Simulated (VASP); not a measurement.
Ta, 6 atoms in the cell. Symmetry: Fd-3m, No. 227, cubic system. The conventional cell has a = 7.678 Å, b = 7.678 Å, c = 7.678 Å, α = 90.00°, β = 90.00°, γ = 90.00°. Within 3.6 Å of Ta (site symmetry -3m) lie 12 Ta at 2.71 to 3.18 Å. Within 4.2 Å of Ta (site symmetry -43m) lie 16 Ta at 3.18 to 3.32 Å. 

```yaml
Program: VASP 6.6.1
Task: single point
Functional: PBE
Potentials_or_basis: VASP PAW PBE potentials, release 64 (Ta_pv)
Cutoff: 520 eV
k_mesh: 8 × 8 × 8
Occupations: gaussian, width 0.1 eV
Spin: no spin polarisation
Dipole_correction: no
Further_INCAR_settings: ALGO = Fast; EDIFF = 1e-07; NBANDS = 42
```

Potentials or basis: VASP PAW PBE potentials, release 64 (Ta_pv).

Command:

```sh
$ cat potpaw_PBE.64/Ta_pv/POTCAR > POTCAR
$ mpirun -np 1 vasp_std > vasp.out
```

Hardware: 1 thread of Intel(R) Xeon(R) Platinum 8488C (Sapphire Rapids), on a shared host.

How long does it take, and how much memory?

Run time: 120 s on 1 thread of Intel(R) Xeon(R) Platinum 8488C (Sapphire Rapids), on a shared host, peak memory 0.28 GiB. Counts: scf iterations 18, k points 29.
